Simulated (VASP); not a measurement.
Ir:

```xyz
1
Lattice="0.0000 1.9156 1.9156 1.9156 0.0000 1.9156 1.9156 1.9156 0.0000" Properties=species:S:1:pos:R:3 pbc="T T T"
Ir    0.0000    0.0000    0.0000
```

Program: VASP 6.6.1. Alike in all runs: task single point; level PBE; potentials or basis VASP PAW PBE potentials, release 64 (Ir); no spin polarisation; cell as given; cutoff (eV) 520; smearing fermi-dirac 0.15 eV.

Q: Order these runs on this cell by their pressure, lowest first.
A. k mesh 6 × 6 × 6
B. k mesh 3 × 3 × 3
C. k mesh 5 × 5 × 5

A: A (13.9 GPa), C (17.6 GPa), B (39.9 GPa).

Caveats: all runs use coarse meshes.
